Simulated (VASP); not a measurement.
# Se (P3_121) in VASP: further runs, part 2 of 2

VASP 6.6.1.

## 3. Single point, PBE

INCAR

```
SYSTEM = Se
  PREC = Accurate
  ENCUT = 520
  EDIFF = 1E-6
  ISMEAR = 0
  SIGMA = 0.024
  LREAL = .False.
  LASPH = .True.
  NELM = 80
  ALGO = Normal
  ISIF = 2
  LWAVE = .False.
  LCHARG = .False.
  GGA = PE
  NBANDS = 16
```

KPOINTS

```
regular mesh
0
Gamma
  7 7 6
  0 0 0
```

POSCAR

```
Se
1.0
    4.3662000000      0.0000000000      0.0000000000
   -2.1831000000      3.7812401180      0.0000000000
    0.0000000000      0.0000000000      4.9536000000
Se
3
Direct
    0.7746000000      0.7746000000      0.0000000000
    0.0000000000      0.2254000000      0.6666666667
    0.2254000000      0.0000000000      0.3333333333
```

Potentials or basis: VASP PAW PBE potentials, release 64 (Se).

Run with:

```sh
> cat potpaw_PBE.64/Se/POTCAR > POTCAR
> mpirun -np 1 vasp_std > vasp.out
```

OUTCAR:

```text
SYSTEM = Se
   PREC = Accurate
   ENCUT = 520
   EDIFF = 1E-6
   ISMEAR = 0
   LREAL = .False.
   LASPH = .True.
   NELM = 80
   ISIF = 2
   GGA = PE

 ion  position               nearest neighbor table
   1  0.775  0.775  0.000-   2 2.37   3 2.37
   2  0.000  0.225  0.667-   1 2.37   3 2.37
   3  0.225  0.000  0.333-   1 2.37   2 2.37

  LATTYP: Found a hexagonal cell.
 ALAT       =     4.3662000000
 C/A-ratio  =     1.1345334616

  Lattice vectors:

 A1 = (   4.3662000000,   0.0000000000,   0.0000000000)
 A2 = (  -2.1831000000,   3.7812401180,   0.0000000000)
 A3 = (   0.0000000000,   0.0000000000,   4.9536000000)

Analysis of symmetry for initial positions (statically):
=====================================================================
 Subroutine PRICEL returns:
 Original cell was already a primitive cell.

 Routine SETGRP: Setting up the symmetry group for a
 hexagonal supercell.

 Subroutine GETGRP returns: Found  6 space group operations
 (whereof  2 operations were pure point group operations)
 out of a pool of 24 trial point group operations.

The static configuration has the point symmetry C_2 .
 The point group associated with its full space group is D_3 .

Analysis of symmetry for dynamics (positions and initial velocities):
=====================================================================
 Subroutine PRICEL returns:
 Original cell was already a primitive cell.

 Routine SETGRP: Setting up the symmetry group for a
 hexagonal supercell.

 Subroutine GETGRP returns: Found  6 space group operations
 (whereof  2 operations were pure point group operations)
 out of a pool of 24 trial point group operations.

The dynamic configuration has the point symmetry C_2 .
 The point group associated with its full space group is D_3 .

 Subroutine INISYM returns: Found  6 space group operations
 (whereof  2 operations are pure point group operations),
 and found     1 'primitive' translations

----------------------------------------------------------------------------------------

                                     Primitive cell

  volume of cell :      81.7822

  direct lattice vectors                    reciprocal lattice vectors
     4.366200000  0.000000000  0.000000000     0.229032110  0.132231751  0.000000000
    -2.183100000  3.781240118  0.000000000     0.000000000  0.264463501  0.000000000
     0.000000000  0.000000000  4.953600000     0.000000000  0.000000000  0.201873385

  length of vectors
     4.366200000  4.366200000  4.953600000     0.264463501  0.264463501  0.201873385

  position of ions in fractional coordinates (direct lattice)
     0.774600000  0.774600000  0.000000000
     0.000000000  0.225400000  0.666666667
     0.225400000  0.000000000  0.333333333

  ion indices of the primitive-cell ions
   primitive index   ion index
                 1           1
                 2           2
                 3           3

----------------------------------------------------------------------------------------

 KPOINTS: regular mesh

Automatic generation of k-mesh.
 Grid dimensions read from file:
 generate k-points for:    7    7    6

 Generating k-lattice:

  Cartesian coordinates                     Fractional coordinates (reciprocal lattice)
     0.032718873  0.018890250  0.000000000     0.142857143  0.000000000  0.000000000
     0.000000000  0.037780500  0.000000000     0.000000000  0.142857143  0.000000000
     0.000000000  0.000000000  0.033645564     0.000000000  0.000000000  0.166666667

  Length of vectors
     0.037780500  0.037780500  0.033645564

  Shift w.r.t. Gamma in fractional coordinates (k-lattice)
     0.000000000  0.000000000  0.000000000

 Subroutine IBZKPT returns following result:
 ===========================================

 Found     40 irreducible k-points:

 Following reciprocal coordinates:
            Coordinates               Weight
  0.000000  0.000000  0.000000      1.000000
  0.142857  0.000000  0.000000      6.000000
  0.285714 -0.000000  0.000000      6.000000
  0.428571  0.000000  0.000000      6.000000
  0.142857  0.142857  0.000000      6.000000
  0.285714  0.142857  0.000000     12.000000
[... 16 lines left out ...]
  0.000000  0.142857  0.333333      6.000000
  0.285714 -0.000000  0.333333      6.000000
 [... further k-points ...]
   k-points           NKPTS =     40   k-points in BZ     NKDIM =     40   number of bands    NBANDS=     16
   number of dos      NEDOS =    301   number of ions     NIONS =      3
   total plane-waves  NPLWV =  40960
   dimension x,y,z NGX =    32 NGY =   32 NGZ =   40
   dimension x,y,z NGXF=    64 NGYF=   64 NGZF=   80
   ions per type =               3
   NGX,Y,Z   is equivalent  to a cutoff of  12.18, 12.18, 13.42 a.u.
   NGXF,Y,Z  is equivalent  to a cutoff of  24.37, 24.37, 26.85 a.u.
 SYSTEM =  Se
   PREC   = accura    normal or accurate (medium, high low for compatibility)
   ISTART =      0    job   : 0-new  1-cont  2-samecut
   ICHARG =      2    charge: 1-file 2-atom 10-const
   ISPIN  =      1    spin polarized calculation?
   LNONCOLLINEAR =      F non collinear calculations
   LSORBIT =      F    spin-orbit coupling
   LASPH  =      T    aspherical Exc in radial PAW
   ENCUT  =  520.0 eV  38.22 Ry    6.18 a.u.   8.12  8.12  9.21*2*pi/ulx,y,z
   NELM   =     80;   NELMIN=  2; NELMDL= -5     # of ELM steps
   EDIFF  = 0.1E-05   stopping-criterion for ELM
   LREAL  =      F    real-space projection
   EDIFFG = 0.1E-04   stopping-criterion for IOM
   NSW    =      0    number of steps for IOM
   IBRION =     -1    ionic relax: 0-MD 1-quasi-New 2-CG
   NFREE  =      0    steps in history (QN), initial steepest desc. (CG)
   ISIF   =      2    stress and relaxation
   ISYM   =      2    0-nonsym 1-usesym 2-fastsym
   POTIM  = 0.5000    time-step for ionic-motion
   TEBEG  =    0.0;   TEEND  =   0.0 temperature during run
   PSTRESS=    0.0 pullay stress
   NELECT =      18.0000    total number of electrons
   NUPDOWN=      -1.0000    fix difference up-down
   EMIN   =  10.00;   EMAX   =-10.00  energy-range for DOS
   EFERMI =   0.00;   METHOD = LEGACY
   ISMEAR =     0;   SIGMA  =   0.02  broadening in eV -4-tet -1-fermi 0-gaus
   EFERMI_NEDOS =   21; number of points for ismear=-14 and -15
   IALGO  =     38    algorithm
   IMIX   =      4    mixing-type and parameters
     AMIX     =   0.40;   BMIX     =  1.00
     AMIX_MAG =   1.60;   BMIX_MAG =  1.00
  volume/ion in A,a.u.               =      27.26       183.96
  Fermi-wavevector in a.u.,A,eV,Ry     =   0.988430  1.867862 13.292817  0.976995
  Thomas-Fermi vector in A             =   2.119956
   LORBIT       =      0    0 simple, 1 ext, 2 COOP (PROOUT), +10 PAW based schemes
   GGA     = PE    functional components
   LHFCALC =     F    Hartree Fock is set to
   AEXX    =    0.0000 exact exchange contribution
   IVDW    =     0    specifies the selected vdW correction
   LEPSILON=     F    determine dielectric tensor
   LRPA    =     F    only Hartree local field effects (RPA)
 non-spin polarized calculation
 Gauss-broadening in eV      SIGMA  =   0.02
  energy-cutoff  :      520.00
  volume of cell :       81.78
 maximum number of plane-waves:      2214
   NGX = 17   NGY = 17   NGZ = 19

 number of electron      18.0000001 magnetization

 Free energy of the ion-electron system (eV)
  ---------------------------------------------------
  ext. energy  EPLUGINS =         0.00000000
  ---------------------------------------------------
  free energy    TOTEN  =       -10.46996577 eV

  energy without entropy =      -10.46996577  energy(sigma->0) =      -10.46996577

 E-fermi :   2.7959     XC(G=0):  -8.8425

 val. band max:        2.6765491719   @ k =   0.4286   0.1429   0.5000
 cond. band min:       3.8914034215   @ k =   0.0000   0.0000   0.5000
 fundamental gap:      1.2148542496
 Fermi energy:         2.7958845565

 k-point     1 :       0.0000    0.0000    0.0000
  band No.  band energies     occupation
      1     -13.1746      2.00000
      2      -9.0519      2.00000
      3      -9.0519      2.00000
      4      -1.1591      2.00000
      5      -1.1591      2.00000
      6      -1.0823      2.00000
[... 8 lines left out ...]
     15       9.1616      0.00000
     16      11.0592      0.00000
[... 420 lines left out ...]
  band No.  band energies     occupation
      1     -12.4069      2.00000
      2     -11.0128      2.00000
      3      -7.7166      2.00000
      4      -2.4874      2.00000
      5      -1.7593      2.00000
      6      -0.9106      2.00000
[... 8 lines left out ...]
     15      10.3151      0.00000
     16      10.9498      0.00000

 [... further k-points ...]

------------------------ aborting loop because EDIFF is reached ----------------------------------------

  FORCE on cell =-STRESS in cart. coord.  units (eV):
  Direction    XX          YY          ZZ          XY          YZ          ZX
  --------------------------------------------------------------------------------------
  -------------------------------------------------------------------------------------
  Total        1.1730462      1.1730462      2.1102848     -0.0000000     -0.0000000      0.0000000
  in kB       22.9808923     22.9808923     41.3421282     -0.0000000     -0.0000000      0.0000000
  external PRESSURE =      29.1013043 kB  Pullay stress =       0.0000000 kB

 VOLUME and BASIS-vectors are now :
 -----------------------------------------------------------------------------
  energy-cutoff  :      520.00
  volume of cell :       81.78
      direct lattice vectors                 reciprocal lattice vectors
     4.366200000  0.000000000  0.000000000     0.229032110  0.132231751  0.000000000
    -2.183100000  3.781240118  0.000000000     0.000000000  0.264463501  0.000000000
     0.000000000  0.000000000  4.953600000     0.000000000  0.000000000  0.201873385

 POSITION                                       TOTAL-FORCE (eV/Angst)
 -----------------------------------------------------------------------------------
      1.69103      2.92895      0.00000        -0.216970     -0.375804      0.000000
     -0.49207      0.85229      3.30240        -0.216970      0.375804      0.000000
      0.98414      0.00000      1.65120         0.433941      0.000000     -0.000000
 -----------------------------------------------------------------------------------
    total drift:                                0.000000      0.000000      0.000000

  FREE ENERGIE OF THE ION-ELECTRON SYSTEM (eV)
  ---------------------------------------------------
  free  energy   TOTEN  =       -10.4699657724 eV

  energy  without entropy=      -10.4699657724  energy(sigma->0) =      -10.46996577
```

It took 19 s on 1 thread of Intel Xeon 6975P-C (Granite Rapids), shared host; peak memory 0.2 GiB.

What came out:

```
Free energy            : -10.4700 eV
Pressure               : 2.9 GPa
Largest force          : 0.434 eV/Å
Band gap on the k mesh : 1.21 eV, indirect (least direct gap 1.47 eV)
```

Forces in eV/Å, atoms in the order of the input:
```
Se  -0.217 -0.376  0.000
Se  -0.217  0.376  0.000
Se   0.434  0.000  0.000
```

Stress tensor (GPa, compression positive):
```
2.30 0.00 0.00
0.00 2.30 0.00
0.00 0.00 4.13
```

A k mesh can miss the band edges.

## 4. Single point, PBE

INCAR

```
SYSTEM = Se
PREC = Accurate ; ENCUT = 520
EDIFF = 1E-6 ; ISMEAR = 0
SIGMA = 0.025 ; LREAL = .FALSE.
LASPH = .TRUE. ; NELM = 100
ALGO = Normal ; ISIF = 2
LWAVE = .FALSE. ; LCHARG = .FALSE.
GGA = PE ; NBANDS = 16
```

KPOINTS

```
Automatic mesh
0
G
  7 7 6
  0 0 0
```

POSCAR is that of step 3.

Run with:

```sh
> cat potpaw_PBE.64/Se/POTCAR > POTCAR
> mpirun -np 1 vasp_std > vasp.out
```

Run time: 20 s. Hardware: 1 thread of Intel Xeon 6975P-C (Granite Rapids), shared host; peak memory 0.2 GiB.

The run converged. Its results:

```yaml
Free_energy: -10.4700 eV
Pressure: 2.9 GPa
Largest_force: 0.434 eV/Å
Band_gap_on_the_k_mesh: 1.21 eV, indirect (least direct gap 1.47 eV)
```

Forces on the atoms (eV/Å):
```
Se  -0.217 -0.376  0.000
Se  -0.217  0.376  0.000
Se   0.434  0.000  0.000
```

Stress tensor (GPa, compression positive):
```
2.30 0.00 0.00
0.00 2.30 0.00
0.00 0.00 4.13
```

Levels at points of the mesh, in eV from the valence-band top:
```
           k point  band 5  band 6  band 7  band 8  band 9  band 10  band 11  band 12  band 13  band 14
(0.00, 0.00, 0.00)   -3.84   -3.76   -2.05   -2.05   -0.42     1.88     1.88     2.17     6.17     6.49
(0.00, 0.00, 0.50)   -3.39   -3.39   -1.55   -1.55   -1.13     1.21     1.21     1.28     6.26     7.25
```

## 5. Summary

```csv
smearing,gap on the mesh (eV),pressure (GPa),largest force (eV/Å)
gaussian 0.022 eV,1.21,2.9,0.43
gaussian 0.024 eV,1.21,2.9,0.43
gaussian 0.025 eV,1.21,2.9,0.43
```

Alike in all rows: task single point; level PBE; potentials or basis VASP PAW PBE potentials, release 64 (Se); no spin polarisation; cell as given; k mesh 7 × 7 × 6; cutoff (eV) 520.

On the cell as given the gap runs from 1.21 eV (PBE) to 1.21 eV (PBE).

Total energies depend on the potentials used, so only differences within one code and one set of settings carry meaning.
